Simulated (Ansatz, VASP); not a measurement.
## Mg3BeTe4 in VASP and in Ansatz

File INCAR:

```
  ALGO = Normal
  EDIFF = 1E-6
  ENCUT = 520
  GGA = PE
  ISIF = 2
  ISMEAR = 0
  LASPH = T
  LCHARG = T
  LELF = T
  LREAL = F
  LVHAR = T
  LWAVE = F
  NBANDS = 26
  NELM = 60
  PREC = Accurate
  SIGMA = 0.1
```

Contents of KPOINTS:

```
k-points
0
Gamma
  2 2 2
```

File POSCAR:

```
Mg3BeTe4
1.0
    6.2955427394      0.0000000000      0.0000000000
    0.0000000000      6.2955427394      0.0000000000
    0.0000000000      0.0000000000      6.2955427394
Mg Be Te
3 1 4
Direct
    0.5000000000      1.0000000000      0.5000000000
    0.0000000000      0.5000000000      0.5000000000
    0.5000000000      0.5000000000      1.0000000000
    0.0000000000      0.0000000000      0.0000000000
    0.2296359656      0.7703640344      0.7703640344
    0.7703640344      0.7703640344      0.2296359656
    0.7703640344      0.2296359656      0.7703640344
    0.2296359656      0.2296359656      0.2296359656
```

Input for Ansatz:

```yaml
crystal:
  lattice:
    - [6.2955427394, 0.0, 0.0]
    - [0.0, 6.2955427394, 0.0]
    - [0.0, 0.0, 6.2955427394]
  atoms:
    - { symbol: Mg, position: [0.5, 1.0, 0.5] }
    - { symbol: Mg, position: [0.0, 0.5, 0.5] }
    - { symbol: Mg, position: [0.5, 0.5, 1.0] }
    - { symbol: Be, position: [0.0, 0.0, 0.0] }
    - { symbol: Te, position: [0.2296359656, 0.7703640344, 0.7703640344] }
    - { symbol: Te, position: [0.7703640344, 0.7703640344, 0.2296359656] }
    - { symbol: Te, position: [0.7703640344, 0.2296359656, 0.7703640344] }
    - { symbol: Te, position: [0.2296359656, 0.2296359656, 0.2296359656] }
basis:
  ecutwfc: 420
kpoints:
  mp_grid: { grid: [2, 2, 2] }
hamiltonian:
  xc: pbe
scf:
  occupations: { method: gaussian, width: 0.1 }
  lower_state_search: "off"
output:
  forces: true
  stress: true
  eigenvalues: true
```

Alike in both runs: task single point; functional PBE; k mesh 2 × 2 × 2; occupations gaussian, width 0.1 eV; no spin polarisation.

|  | VASP | Ansatz |
| --- | --- | --- |
| version | VASP 6.6.1 | Ansatz 0.2.0 |
| potentials or method | VASP PAW PBE potentials, release 64 (Mg, Be, Te), cutoff 520 eV | scalar-relativistic, plane waves, PAW |
| valence electrons in the cell | 32 | 96 |

VASP gave:

| Quantity | Value |
| --- | --- |
| gap on the k mesh at the Fermi level (eV) | 2.34 |
| least direct gap on the mesh (eV) | 2.34 |
| pressure (GPa) | 0.2 |
| rms of the force components (eV/Å) | 0.008 |

Q: What did Ansatz give for the same quantities?

A: gap on the k mesh at the Fermi level (eV): 2.34; least direct gap on the mesh (eV): 2.34; pressure (GPa): 0.2; rms of the force components (eV/Å): 0.003.

Atom by atom the forces differ by 0.004 eV/Å (rms over components). With one functional, cell and mesh, what is left measures potentials, basis and numerics. VASP's potentials hold 32 valence electrons a cell and Ansatz's 96, so a difference there can come from the potentials and not from the codes.

The k mesh is coarse, so the values compare programs but aren't converged. Spin-orbit coupling is off throughout.
